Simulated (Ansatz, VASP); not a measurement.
# ScSi5 in VASP and in Ansatz

```xyz
6
Lattice="5.1463 0.0000 0.0000 0.0000 5.1463 0.0000 0.0000 0.0000 5.1355" Properties=species:S:1:pos:R:3 pbc="T T T"
Sc    2.5731    2.5731    2.5677
Si    0.0000    1.4371    3.2981
Si    1.4371    0.0000    1.8373
Si    3.7091    0.0000    1.8373
Si    0.0000    3.7091    3.2981
Si    0.0000    0.0000    0.0000
```

Alike in both runs: task single point; functional PBE; k mesh 4 × 4 × 4; occupations gaussian, width 0.1 eV; collinear spin.

|  | VASP | Ansatz |
| --- | --- | --- |
| version | VASP 6.6.1 | Ansatz 0.2.0 |
| potentials or method | VASP PAW PBE potentials, release 64 (Sc_sv, Si), cutoff 520 eV | scalar-relativistic, plane waves, PAW |
| valence electrons in the cell | 31 | 31 |

```csv
,VASP,Ansatz,Ansatz less VASP
gap on the k mesh at the Fermi level (eV),none,none,-
pressure (GPa),0.0,0.0,+0.03
rms of the force components (eV/Å),0.007,0.007,+0.0002
net moment per atom (μB),0.00,0.00,-0.001
```

Atom by atom the forces differ by 0.003 eV/Å (rms over components). A gap of «none» marks a metal or a gap that the smearing closes. With one functional, cell and mesh, what is left measures potentials, basis and numerics. Ansatz's warnings: seeded moment not kept.
